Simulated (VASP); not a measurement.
A run of VASP 6.6.1:

File INCAR:

```
SYSTEM = GaN
PREC     = Accurate       ! precision mode
ENCUT    = 520            ! plane-wave cutoff, eV
EDIFF    = 1E-6           ! SCF threshold, eV
ISMEAR   = 0              ! smearing method
SIGMA    = 0.02           ! smearing width, eV
LREAL    = .FALSE.        ! projectors in reciprocal space
LASPH    = .TRUE.         ! aspherical terms in the spheres
NELM     = 80             ! most SCF steps
ALGO     = Normal         ! electronic algorithm
ISIF     = 2              ! what is computed and relaxed
LWAVE    = .FALSE.        ! write WAVECAR
LCHARG   = .FALSE.        ! write CHGCAR
GGA      = PS             ! functional
NBANDS   = 26             ! bands
```

The input KPOINTS:

```
regular mesh
0
G
  9 9 6
  0 0 0
```

POSCAR

```
GaN
1.0
    3.1828016802      0.0000000000      0.0000000000
   -1.5914008401      2.7563871102      0.0000000000
    0.0000000000      0.0000000000      5.1851997849
Ga N
2 2
Direct
    0.6666666667      0.3333333333      0.4991747699
    0.3333333333      0.6666666667      0.9991747699
    0.6666666667      0.3333333333      0.8758252301
    0.3333333333      0.6666666667      0.3758252301
```

Potentials or basis: VASP PAW PBE potentials, release 64 (Ga_d, N).

Run with:

```console
$ cat potpaw_PBE.64/Ga_d/POTCAR potpaw_PBE.64/N/POTCAR > POTCAR
$ mpirun -np 1 vasp_std > vasp.out
```

Hardware: 1 thread of Intel(R) Xeon(R) Platinum 8488C (Sapphire Rapids) (shared host).

Question: Estimate the wall time of this run.

Answer: Run time: 33 s on 1 thread of Intel(R) Xeon(R) Platinum 8488C (Sapphire Rapids), on a shared host, peak memory 0.18 GiB. Counts: scf iterations 15, k points 48.
